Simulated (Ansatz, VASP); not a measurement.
MgO in VASP and in Ansatz

INCAR

```
SYSTEM = MgO
PREC = Accurate
ENCUT = 600
EDIFF = 1E-6
ISMEAR = 0
SIGMA = 0.01
LREAL = .False.
LASPH = .True.
NELM = 120
ALGO = Normal
ISIF = 2
LWAVE = .False.
LCHARG = .False.
GGA = PE
NBANDS = 16
GGA_COMPAT = .False.
```

KPOINTS

```
Automatic mesh
0
Gamma
  6 6 4
  0 0 0
```

POSCAR

```
MgO
1.0
    3.4840796084      0.0000000000      0.0000000000
   -1.7420398042      3.0173014497      0.0000000000
    0.0000000000      0.0000000000      4.1853171300
Mg O
2 2
Direct
    0.6666666667      0.3333333333      0.7500000000
    0.3333333333      0.6666666667      0.2500000000
    0.6666666667      0.3333333333      0.2500000000
    0.3333333333      0.6666666667      0.7500000000
```

Input for Ansatz:

```yaml
crystal:
  lattice:
    - [3.4840796084, 0.0, 0.0]
    - [-1.7420398042, 3.0173014497, 0.0]
    - [0.0, 0.0, 4.18531713]
  atoms:
    - { symbol: Mg, position: [0.6666666667, 0.3333333333, 0.75] }
    - { symbol: Mg, position: [0.3333333333, 0.6666666667, 0.25] }
    - { symbol: O, position: [0.6666666667, 0.3333333333, 0.25] }
    - { symbol: O, position: [0.3333333333, 0.6666666667, 0.75] }
kpoints:
  mp_grid: { grid: [6, 6, 4] }
hamiltonian:
  xc: pbe
scf:
  occupations: { method: fixed }
  n_extra_bands: 5
output:
  forces: true
  stress: true
  eigenvalues: true
basis:
  ecutwfc: 750
```

Alike in both runs: task single point; functional PBE; k mesh 6 × 6 × 4; no spin polarisation.

|  | VASP | Ansatz |
| --- | --- | --- |
| version | VASP 6.6.1 | Ansatz 0.2.0 |
| potentials or method | VASP PAW PBE potentials, release 64 (Mg, O), cutoff 600 eV | plane waves |
| occupations | gaussian, width 0.01 eV | fixed |
| valence electrons in the cell | 16 | 32 |

VASP gave:

```
gap on the k mesh at the Fermi level (eV)                     : 3.44
pressure (GPa)                                                : 3.8
traceless stress, the component that is largest in VASP (GPa) : 0.31
```

Problem. Estimate Ansatz's values.

Solution. gap on the k mesh at the Fermi level (eV): 3.45; pressure (GPa): 4.5; traceless stress, the component that is largest in VASP (GPa): 0.43.

VASP's potentials hold 16 valence electrons a cell and Ansatz's 32, so a difference there can come from the potentials and not from the codes.
